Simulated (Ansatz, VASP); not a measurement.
## Si2Ni in VASP and in Ansatz

INCAR

```
SYSTEM = Si2Ni
ALGO = Normal
EDIFF = 1E-6
ENCUT = 520
GGA = PS
ISIF = 2
ISMEAR = -1
ISPIN = 2
LASPH = .TRUE.
LCHARG = .FALSE.
LMAXMIX = 4
LORBIT = 11
LREAL = .FALSE.
LWAVE = .FALSE.
MAGMOM = 1 0 0
NBANDS = 20
NELM = 150
NUPDOWN = 1.0
PREC = Accurate
SIGMA = 0.05
```

The input KPOINTS:

```
k-points
0
G
  7 7 7
  0 0 0
```

Contents of POSCAR:

```
Si2Ni
1.0
    0.0000000000      2.7030000000      2.7030000000
    2.7030000000      0.0000000000      2.7030000000
    2.7030000000      2.7030000000      0.0000000000
Ni Si
1 2
Direct
    0.0000000000      0.0000000000      0.0000000000
    0.7500000000      0.7500000000      0.7500000000
    0.2500000000      0.2500000000      0.2500000000
```

Contents of input.yaml:

```yaml
crystal:
  lattice:
    - [0.0, 2.703, 2.703]
    - [2.703, 0.0, 2.703]
    - [2.703, 2.703, 0.0]
  atoms:
    - { symbol: Ni, position: [0.0, 0.0, 0.0], spin: 1.0 }
    - { symbol: Si, position: [0.75, 0.75, 0.75] }
    - { symbol: Si, position: [0.25, 0.25, 0.25] }
hamiltonian:
  xc: pbesol
  pseudopotentials: { kind: paw }
magnetization:
  spin_polarized: true
  initial_magnetization: 1.0
  spin_locking: { lock_magnetization: hard }
kpoints:
  mp_grid: { grid: [7, 7, 7] }
scf:
  occupations: { method: fermi_dirac, width: 0.05 }
  lower_state_search: "off"
output:
  forces: true
  stress: true
  eigenvalues: true
```

Alike in both runs: task single point; functional PBEsol; k mesh 7 × 7 × 7; occupations fermi-dirac, width 0.05 eV; collinear spin; fixed moment 1 μB.

|  | VASP | Ansatz |
| --- | --- | --- |
| version | VASP 6.6.1 | Ansatz 0.2.0 |
| potentials or method | VASP PAW PBE potentials, release 64 (Ni, Si) | Ansatz PAW |
| plane-wave cutoff (eV) | 520 | 420 |
| valence electrons in the cell | 18 | 26 |

|  | VASP | Ansatz | Ansatz less VASP |
| --- | --- | --- | --- |
| pressure (GPa) | 2.6 | 2.5 | -0.04 |
| net moment per atom (μB) | 0.33 | 0.33 | 0.000 |
| size of the moment on the site where the two differ most (μB) | 0.44 | 0.42 | -0.023 |

VASP's potentials were made for PBE, not for PBEsol. Site moments also hang on the region over which each program counts them. VASP's potentials hold 18 valence electrons a cell and Ansatz's 26, so a difference there can come from the potentials and not from the codes.
